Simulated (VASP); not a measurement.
Input of a VASP 6.6.1 run:

The input INCAR:

```
PREC     = Accurate       # precision mode
ENCUT    = 520            # plane-wave cutoff, eV
EDIFF    = 1E-6           # SCF threshold, eV
ISMEAR   = 0              # smearing method
SIGMA    = 0.15           # smearing width, eV
LREAL    = F              # projectors in reciprocal space
LASPH    = T              # aspherical terms in the spheres
NELM     = 80             # most SCF steps
ALGO     = Normal         # electronic algorithm
ISIF     = 2              # what is computed and relaxed
LWAVE    = F              # write WAVECAR
LCHARG   = F              # write CHGCAR
GGA      = PS             # functional
NBANDS   = 36             # bands
```

Contents of KPOINTS:

```
regular mesh
0
Gamma
  12 12 8
```

File POSCAR:

```
Ge
1.0
    3.4932886429      0.0000000000      0.0000000000
   -1.7466443215      3.0252767075      0.0000000000
    0.0000000000      0.0000000000      5.9993688303
Ge
4
Direct
    0.0000000000      0.0000000000      0.0711500000
    0.0000000000      0.0000000000      0.5711500000
    0.3333333333      0.6666666667      0.8211500000
    0.6666666667      0.3333333333      0.3211500000
```

Potentials or basis: VASP PAW PBE potentials, release 64 (Ge_d).

Launch:

```sh
$ cat potpaw_PBE.64/Ge_d/POTCAR > POTCAR
$ mpirun -np 1 vasp_std > vasp.out
```

Task: Estimate the pressure.

Result: 23.5 GPa.

Task: What does it give for the band gap on the k mesh?

Result: Zero (bands 28 and 29 overlap by 5.64 eV).

Stress tensor (GPa, compression positive):
```
21.95  0.00  0.00
 0.00 21.95  0.00
 0.00  0.00 26.47
```

Caveat: the cell differs from its parent crystal (strain -0.080 along x and y, -0.040 along z); the cell stands under pressure; the PAW data sets were made with another functional, which shifts forces and pressure a little.
